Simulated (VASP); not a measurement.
# WS2 (P3m1) in VASP: notebook

The runs below take WS2 through single point, with PBE+D3(BJ).

All numbers are computed with VASP 6.6.1; they aren't measurements. Logs are shortened: lines on timing, memory, paths and dates and some standing lists are left out, and cuts for length are marked.

### 1 The cell of the first run

The structure is trigonal, space group P3m1 (No. 156). Conventional cell: a = 3.154 Å, b = 3.154 Å, c = 12.140 Å, α = 90.00°, β = 90.00°, γ = 120.00°. W (site symmetry 3m) has 6 S at 2.41 Å and 6 W at 3.15 Å within 3.2 Å. Within 3.2 Å of W (site symmetry 3m) lie 6 S at 2.41 to 2.51 Å and 6 W at 3.15 Å. Within 3.4 Å of S (site symmetry 3m) lie 3 W at 2.51 Å and 10 S at 3.15 to 3.32 Å. Within 3.2 Å of S (site symmetry 3m) lie 3 W at 2.41 Å and 7 S at 3.15 Å. Within 3.3 Å of S (site symmetry 3m) lie 3 W at 2.41 Å and 7 S at 3.15 to 3.30 Å. S (site symmetry 3m) has 3 W at 2.41 Å and 10 S at 3.15 to 3.32 Å within 3.4 Å.

### 2 Single point, PBE+D3(BJ) (atom 3 (S) moved by (+0.000, -0.150) A along y and z)

The input, INCAR:

```
PREC     = Accurate       # precision mode
ENCUT    = 520            # plane-wave cutoff, eV
EDIFF    = 1E-6           # SCF threshold, eV
ISMEAR   = 0              # smearing method
SIGMA    = 0.05           # smearing width, eV
LREAL    = F              # projectors in reciprocal space
LASPH    = T              # aspherical terms in the spheres
NELM     = 80             # most SCF steps
ALGO     = Normal         # electronic algorithm
ISIF     = 2              # what is computed and relaxed
LWAVE    = F              # write WAVECAR
LCHARG   = F              # write CHGCAR
GGA      = PE             # functional
IVDW     = 12             # dispersion correction
NBANDS   = 35             # bands
```

The input, KPOINTS:

```
regular mesh
0
Gamma
  12 12 4
```

The input, POSCAR:

```
WS2
1.0
    3.1542061832      0.0000000000      0.0000000000
   -1.5771030916      2.7316226834      0.0000000000
    0.0000000000      0.0000000000     12.1399091344
W S
2 4
Direct
    0.3333333333      0.6666666667      0.2500000000
    0.6666666667      0.3333333333      0.7500000000
    0.3333333333      0.6666666667      0.6079314798
    0.6666666667      0.3333333333      0.1202874207
    0.3333333333      0.6666666667      0.8797125793
    0.6666666667      0.3333333333      0.3797125793
```

Potentials or basis: VASP PAW PBE potentials, release 64 (W_sv, S).

Run with:

```bash
> cat potpaw_PBE.64/W_sv/POTCAR potpaw_PBE.64/S/POTCAR > POTCAR
> mpirun -np 1 vasp_std > vasp.out
```

OUTCAR:

```text
PREC = Accurate
   ENCUT = 520
   EDIFF = 1E-6
   ISMEAR = 0
   LREAL = F
   LASPH = T
   NELM = 80
   ISIF = 2
   GGA = PE
   IVDW = 12
 IVDW          = 12

 ion  position               nearest neighbor table
   1  0.333  0.667  0.250-   4 2.41   6 2.41   4 2.41   6 2.41   4 2.41   6 2.41
   2  0.667  0.333  0.750-   5 2.41   5 2.41   5 2.41   3 2.51   3 2.51   3 2.51
   3  0.333  0.667  0.608-   2 2.51   2 2.51   2 2.51
   4  0.667  0.333  0.120-   1 2.41   1 2.41   1 2.41
   5  0.333  0.667  0.880-   2 2.41   2 2.41   2 2.41
   6  0.667  0.333  0.380-   1 2.41   1 2.41   1 2.41

  LATTYP: Found a hexagonal cell.
 ALAT       =     3.1542061832
 C/A-ratio  =     3.8488001194

  Lattice vectors:

 A1 = (   3.1542061832,   0.0000000000,   0.0000000000)
 A2 = (  -1.5771030916,   2.7316226834,   0.0000000000)
 A3 = (   0.0000000000,   0.0000000000,  12.1399091344)

Analysis of symmetry for initial positions (statically):
=====================================================================
 Subroutine PRICEL returns:
 Original cell was already a primitive cell.

 Routine SETGRP: Setting up the symmetry group for a
 hexagonal supercell.

 Subroutine GETGRP returns: Found  6 space group operations
 (whereof  6 operations were pure point group operations)
 out of a pool of 24 trial point group operations.

The static configuration has the point symmetry C_3v.

Analysis of symmetry for dynamics (positions and initial velocities):
=====================================================================
 Subroutine PRICEL returns:
 Original cell was already a primitive cell.

 Routine SETGRP: Setting up the symmetry group for a
 hexagonal supercell.

 Subroutine GETGRP returns: Found  6 space group operations
 (whereof  6 operations were pure point group operations)
 out of a pool of 24 trial point group operations.

The dynamic configuration has the point symmetry C_3v.

 Subroutine INISYM returns: Found  6 space group operations
 (whereof  6 operations are pure point group operations),
 and found     1 'primitive' translations

----------------------------------------------------------------------------------------

                                     Primitive cell

  volume of cell :     104.5987

  direct lattice vectors                    reciprocal lattice vectors
     3.154206183  0.000000000  0.000000000     0.317036979  0.183041385  0.000000000
    -1.577103092  2.731622683  0.000000000     0.000000000  0.366082771  0.000000000
     0.000000000  0.000000000 12.139909134     0.000000000  0.000000000  0.082372939

  length of vectors
     3.154206183  3.154206183 12.139909134     0.366082771  0.366082771  0.082372939

  position of ions in fractional coordinates (direct lattice)
     0.333333333  0.666666667  0.250000000
     0.666666667  0.333333333  0.750000000
     0.333333333  0.666666667  0.607931480
     0.666666667  0.333333333  0.120287421
     0.333333333  0.666666667  0.879712579
     0.666666667  0.333333333  0.379712579

  ion indices of the primitive-cell ions
   primitive index   ion index
                 1           1
                 2           2
                 3           3
                 4           4
                 5           5
                 6           6

----------------------------------------------------------------------------------------

 KPOINTS: regular mesh

Automatic generation of k-mesh.
 Grid dimensions read from file:
 generate k-points for:   12   12    4

 Generating k-lattice:

  Cartesian coordinates                     Fractional coordinates (reciprocal lattice)
     0.026419748  0.015253449  0.000000000     0.083333333  0.000000000  0.000000000
     0.000000000  0.030506898  0.000000000     0.000000000  0.083333333  0.000000000
     0.000000000  0.000000000  0.020593235     0.000000000  0.000000000  0.250000000

  Length of vectors
     0.030506898  0.030506898  0.020593235

  Shift w.r.t. Gamma in fractional coordinates (k-lattice)
     0.000000000  0.000000000  0.000000000

 Subroutine IBZKPT returns following result:
 ===========================================

 Found     69 irreducible k-points:

 Following reciprocal coordinates:
            Coordinates               Weight
  0.000000  0.000000  0.000000      1.000000
  0.083333 -0.000000  0.000000      6.000000
  0.166667 -0.000000  0.000000      6.000000
  0.250000  0.000000  0.000000      6.000000
  0.333333  0.000000  0.000000      6.000000
  0.416667 -0.000000  0.000000      6.000000
[... 16 lines left out ...]
  0.166667 -0.000000  0.250000      6.000000
  0.000000  0.166667  0.250000      6.000000
 [... further k-points ...]
   k-points           NKPTS =     69   k-points in BZ     NKDIM =     69   number of bands    NBANDS=     35
   number of dos      NEDOS =    301   number of ions     NIONS =      6
   total plane-waves  NPLWV =  51840
   dimension x,y,z NGX =    24 NGY =   24 NGZ =   90
   dimension x,y,z NGXF=    48 NGYF=   48 NGZF=  180
   ions per type =               2   4
   NGX,Y,Z   is equivalent  to a cutoff of  12.65, 12.65, 12.32 a.u.
   NGXF,Y,Z  is equivalent  to a cutoff of  25.30, 25.30, 24.65 a.u.
 SYSTEM =  unknown system
   PREC   = accura    normal or accurate (medium, high low for compatibility)
   ISTART =      0    job   : 0-new  1-cont  2-samecut
   ICHARG =      2    charge: 1-file 2-atom 10-const
   ISPIN  =      1    spin polarized calculation?
   LNONCOLLINEAR =      F non collinear calculations
   LSORBIT =      F    spin-orbit coupling
   LASPH  =      T    aspherical Exc in radial PAW
   ENCUT  =  520.0 eV  38.22 Ry    6.18 a.u.   5.86  5.86 22.57*2*pi/ulx,y,z
   NELM   =     80;   NELMIN=  2; NELMDL= -5     # of ELM steps
   EDIFF  = 0.1E-05   stopping-criterion for ELM
   LREAL  =      F    real-space projection
   EDIFFG = 0.1E-04   stopping-criterion for IOM
   NSW    =      0    number of steps for IOM
   IBRION =     -1    ionic relax: 0-MD 1-quasi-New 2-CG
   NFREE  =      0    steps in history (QN), initial steepest desc. (CG)
   ISIF   =      2    stress and relaxation
   ISYM   =      2    0-nonsym 1-usesym 2-fastsym
   POTIM  = 0.5000    time-step for ionic-motion
   TEBEG  =    0.0;   TEEND  =   0.0 temperature during run
   PSTRESS=    0.0 pullay stress
   NELECT =      52.0000    total number of electrons
   NUPDOWN=      -1.0000    fix difference up-down
   EMIN   =  10.00;   EMAX   =-10.00  energy-range for DOS
   EFERMI =   0.00;   METHOD = LEGACY
   ISMEAR =     0;   SIGMA  =   0.05  broadening in eV -4-tet -1-fermi 0-gaus
   EFERMI_NEDOS =   21; number of points for ismear=-14 and -15
   IALGO  =     38    algorithm
   IMIX   =      4    mixing-type and parameters
     AMIX     =   0.40;   BMIX     =  1.00
     AMIX_MAG =   1.60;   BMIX_MAG =  1.00
  volume/ion in A,a.u.               =      17.43       117.64
  Fermi-wavevector in a.u.,A,eV,Ry     =   1.296882  2.450752 22.883686  1.681903
  Thomas-Fermi vector in A             =   2.428310
   LORBIT       =      0    0 simple, 1 ext, 2 COOP (PROOUT), +10 PAW based schemes
   GGA     = PE    functional components
   LHFCALC =     F    Hartree Fock is set to
   AEXX    =    0.0000 exact exchange contribution
   IVDW    =    12    specifies the selected vdW correction
   LEPSILON=     F    determine dielectric tensor
   LRPA    =     F    only Hartree local field effects (RPA)
 non-spin polarized calculation
 Gauss-broadening in eV      SIGMA  =   0.05
  energy-cutoff  :      520.00
  volume of cell :      104.60
 maximum number of plane-waves:      2841
   NGX = 11   NGY = 11   NGZ = 45

 number of electron      51.9999999 magnetization

 Free energy of the ion-electron system (eV)
  ---------------------------------------------------
  ext. energy  EPLUGINS =         0.00000000
  ---------------------------------------------------
  free energy    TOTEN  =       -47.00071405 eV

  energy without entropy =      -47.00071405  energy(sigma->0) =      -47.00071405

 E-fermi :   8.1067     XC(G=0): -11.1237

 val. band max:        7.6668324453   @ k =   0.0000   0.0000   0.0000
 cond. band min:       8.4721766779   @ k =   0.1667   0.1667   0.0000
 fundamental gap:      0.8053442326
 Fermi energy:         8.1066751620

 k-point     1 :       0.0000    0.0000    0.0000
  band No.  band energies     occupation
      1     -66.9543      2.00000
      2     -66.9445      2.00000
      3     -31.2020      2.00000
      4     -31.1817      2.00000
      5     -31.0245      2.00000
      6     -31.0245      2.00000
[... 27 lines left out ...]
     34      10.2566      0.00000
     35      12.4798      0.00000

 k-point     2 :       0.0833   -0.0000    0.0000
  band No.  band energies     occupation
      1     -66.9531      2.00000
      2     -66.9432      2.00000
      3     -31.1975      2.00000
      4     -31.1776      2.00000
      5     -31.0495      2.00000
      6     -31.0303      2.00000
[... 27 lines left out ...]
     34      10.3445      0.00000
     35      13.0116      0.00000

 k-point     3 :       0.1667   -0.0000    0.0000
  band No.  band energies     occupation
      1     -66.9497      2.00000
      2     -66.9397      2.00000
      3     -31.1852      2.00000
      4     -31.1662      2.00000
      5     -31.1174      2.00000
      6     -31.0777      2.00000
[... 27 lines left out ...]
     34      10.7786      0.00000
     35      13.9981      0.00000

 k-point     4 :       0.2500    0.0000    0.0000
  band No.  band energies     occupation
      1     -66.9451      2.00000
      2     -66.9350      2.00000
      3     -31.2089      2.00000
      4     -31.1682      2.00000
      5     -31.1664      2.00000
      6     -31.1496      2.00000
[... 27 lines left out ...]
     34      11.3092      0.00000
     35      14.1659      0.00000

 k-point     5 :       0.3333    0.0000    0.0000
  band No.  band energies     occupation
      1     -66.9405      2.00000
      2     -66.9303      2.00000
      3     -31.2989      2.00000
      4     -31.2521      2.00000
      5     -31.1513      2.00000
      6     -31.1346      2.00000
[... 638 lines left out ...]
 k-point    22 :       0.0000    0.0833    0.2500
  band No.  band energies     occupation
      1     -66.9531      2.00000
      2     -66.9432      2.00000
      3     -31.1975      2.00000
      4     -31.1776      2.00000
      5     -31.0495      2.00000
      6     -31.0303      2.00000
[... 27 lines left out ...]
     34      10.3469      0.00000
     35      13.0520      0.00000

 k-point    23 :       0.1667   -0.0000    0.2500
  band No.  band energies     occupation
      1     -66.9497      2.00000
      2     -66.9397      2.00000
      3     -31.1852      2.00000
      4     -31.1662      2.00000
      5     -31.1174      2.00000
      6     -31.0777      2.00000
[... 27 lines left out ...]
     34      10.7628      0.00000
     35      14.0276      0.00000

 k-point    24 :       0.0000    0.1667    0.2500
  band No.  band energies     occupation
      1     -66.9497      2.00000
      2     -66.9397      2.00000
      3     -31.1852      2.00000
      4     -31.1662      2.00000
      5     -31.1174      2.00000
      6     -31.0777      2.00000
[... 27 lines left out ...]
     34      10.7596      0.00000
     35      14.0324      0.00000

 [... further k-points ...]

------------------------ aborting loop because EDIFF is reached ----------------------------------------

 Edisp (eV)   -2.61260

 E8    (eV) :    -1.0980

  FORCE on cell =-STRESS in cart. coord.  units (eV):
  Direction    XX          YY          ZZ          XY          YZ          ZX
  --------------------------------------------------------------------------------------
  -------------------------------------------------------------------------------------
  Total      -1.34881    -1.34881    -4.02923     0.00000     0.00000     0.00000
  in kB     -20.66022   -20.66022   -61.71718     0.00000     0.00000     0.00000
  external pressure =      -34.35 kB  Pullay stress =        0.00 kB

 VOLUME and BASIS-vectors are now :
 -----------------------------------------------------------------------------
  energy-cutoff  :      520.00
  volume of cell :      104.60
      direct lattice vectors                 reciprocal lattice vectors
     3.154206183  0.000000000  0.000000000     0.317036979  0.183041385  0.000000000
    -1.577103092  2.731622683  0.000000000     0.000000000  0.366082771  0.000000000
     0.000000000  0.000000000 12.139909134     0.000000000  0.000000000  0.082372939

 POSITION                                       TOTAL-FORCE (eV/Angst)
 -----------------------------------------------------------------------------------
     -0.00000      1.82108      3.03498        -0.000000     -0.000000     -0.009808
      1.57710      0.91054      9.10493        -0.000000     -0.000000     -2.027163
     -0.00000      1.82108      7.38023        -0.000000      0.000000      2.347426
      1.57710      0.91054      1.46028         0.000000      0.000000     -0.004133
     -0.00000      1.82108     10.67963         0.000000     -0.000000     -0.235182
      1.57710      0.91054      4.60968         0.000000      0.000000     -0.071140
 -----------------------------------------------------------------------------------
    total drift:                                0.000000      0.000000      0.000014

  FREE ENERGIE OF THE ION-ELECTRON SYSTEM (eV)
  ---------------------------------------------------
  free  energy   TOTEN  =       -49.6133113236 eV

  energy  without entropy=      -49.6133113236  energy(sigma->0) =      -49.61331132
```

It took 6.7 min on 1 thread of Intel Xeon 8259CL, shared host; peak memory 0.36 GiB.

What came out:

* Free energy: -49.6133 eV
* Pressure: -3.4 GPa
* Largest force: 2.347 eV/Å
* Band gap on the k mesh: 0.81 eV (least direct gap 1.77 eV)
* Dispersion energy per atom: -0.435 eV

Forces on the atoms (eV/Å):
```
W    0.000  0.000 -0.010
W    0.000  0.000 -2.027
S    0.000  0.000  2.347
S    0.000  0.000 -0.004
S    0.000  0.000 -0.235
S    0.000  0.000 -0.071
```

Caveat: the cell differs from its parent crystal (atom 3 (S) moved by (+0.000, -0.150) A along y and z); the cell stands under tension; spin-orbit coupling is left out, which moves the levels of the heavy elements; forces of over 1 eV/Å act on the atoms, so gaps and moduli don't describe the material at rest.

### 3 Single point, PBE+D3(BJ) (atom 3 (S) moved by (+0.000, +0.150) A along y and z)

Changes to INCAR since step 2:

```diff
@@ -7,3 +7,3 @@
 LASPH    = T              # aspherical terms in the spheres
-NELM     = 80             # most SCF steps
+NELM     = 100            # most SCF steps
 ALGO     = Normal         # electronic algorithm
```

The input, KPOINTS:

```
Automatic mesh
0
Gamma
  12 12 4
```

Changes to POSCAR since step 2:

```diff
@@ -10,3 +10,3 @@
     0.6666666667      0.3333333333      0.7500000000
-    0.3333333333      0.6666666667      0.6079314798
+    0.3333333333      0.6666666667      0.6326433616
     0.6666666667      0.3333333333      0.1202874207
```

Potentials or basis: VASP PAW PBE potentials, release 64 (W_sv, S).

Run with:

```bash
> cat potpaw_PBE.64/W_sv/POTCAR potpaw_PBE.64/S/POTCAR > POTCAR
> mpirun -np 1 vasp_std > vasp.out
```

It took 7 min on 1 thread of Intel Xeon 8259CL, shared host; peak memory 0.36 GiB.

The run converged. Its results:

```yaml
Free_energy: -49.5686 eV
Pressure: 4.6 GPa
Largest_force: 3.232 eV/Å
Band_gap_on_the_k_mesh: 0.75 eV (least direct gap 1.51 eV)
Dispersion_energy_per_atom: -0.435 eV
```

Forces on the atoms (eV/Å):
```
W    0.000  0.000  0.003
W    0.000  0.000  2.836
S    0.000  0.000 -3.232
S    0.000  0.000  0.000
S    0.000  0.000  0.331
S    0.000  0.000  0.062
```

Stress tensor (GPa, compression positive):
```
3.29 0.00 0.00
0.00 3.29 0.00
0.00 0.00 7.31
```

Levels at points of the mesh, in eV from the valence-band top:
```csv
k point,band 22,band 23,band 24,band 25,band 26,band 27,band 28,band 29,band 30,band 31
"(0.00, 0.00, 0.00)",-2.36,-2.36,-1.68,-1.18,0.00,1.91,1.91,2.14,2.14,2.26
"(0.50, 0.00, 0.00)",-2.89,-2.35,-1.99,-1.92,-1.71,1.99,2.19,2.42,2.66,3.00
"(0.00, 0.00, 0.50)",-2.72,-2.37,-2.37,-0.50,-0.17,1.92,1.92,2.14,2.14,2.28
"(0.50, 0.00, 0.50)",-2.97,-2.32,-2.03,-1.83,-1.77,1.99,2.18,2.52,2.62,3.18
```

Caveat: the cell differs from its parent crystal (atom 3 (S) moved by (+0.000, +0.150) A along y and z); the cell stands under pressure; spin-orbit coupling is left out, which moves the levels of the heavy elements; forces of over 1 eV/Å act on the atoms, so gaps and moduli don't describe the material at rest.
